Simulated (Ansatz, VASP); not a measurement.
Two plane-wave programs on MgO

```
Mg O
1.0
     3.48638    0.00000    0.00000
    -1.74319    3.01929    0.00000
     0.00000    0.00000    4.17804
Mg O
2 2
Direct
  0.67067 0.33626 0.75000
  0.33733 0.66959 0.25000
  0.66667 0.33333 0.25000
  0.33333 0.66667 0.75000
```

Change from the starting cell: all Mg atoms moved +0.013 Å, as atom 1 along Cartesian [1 1 0].

Alike in both runs: task single point; functional LDA; k mesh 6 × 6 × 6; occupations gaussian, width 0.05 eV; no spin polarisation.

```csv
,VASP,Ansatz
version,VASP 6.6.1,Ansatz 0.2.0
potentials or method,"VASP PAW LDA potentials, release 64 (Mg, O), cutoff 520 eV","scalar-relativistic, plane waves, PAW"
valence electrons in the cell,16,32
```

VASP gave:

* gap on the k mesh at the Fermi level (eV): 3.33
* least direct gap on the mesh (eV): 3.33
* pressure (GPa): -5.7
* traceless stress, the component that is largest in VASP (GPa): -0.05
* rms of the force components (eV/Å): 0.062

**Question.** Which values does Ansatz return?

**Answer.** gap on the k mesh at the Fermi level (eV): 3.34; least direct gap on the mesh (eV): 3.34; pressure (GPa): -4.0; traceless stress, the component that is largest in VASP (GPa): -0.17; rms of the force components (eV/Å): 0.060.

LDA's correlation is that of Perdew and Zunger in VASP and of Perdew and Wang (1992) in Ansatz. Atom by atom the forces differ by 0.001 eV/Å (rms over components). VASP's potentials hold 16 valence electrons a cell and Ansatz's 32, so a difference there can come from the potentials and not from the codes.
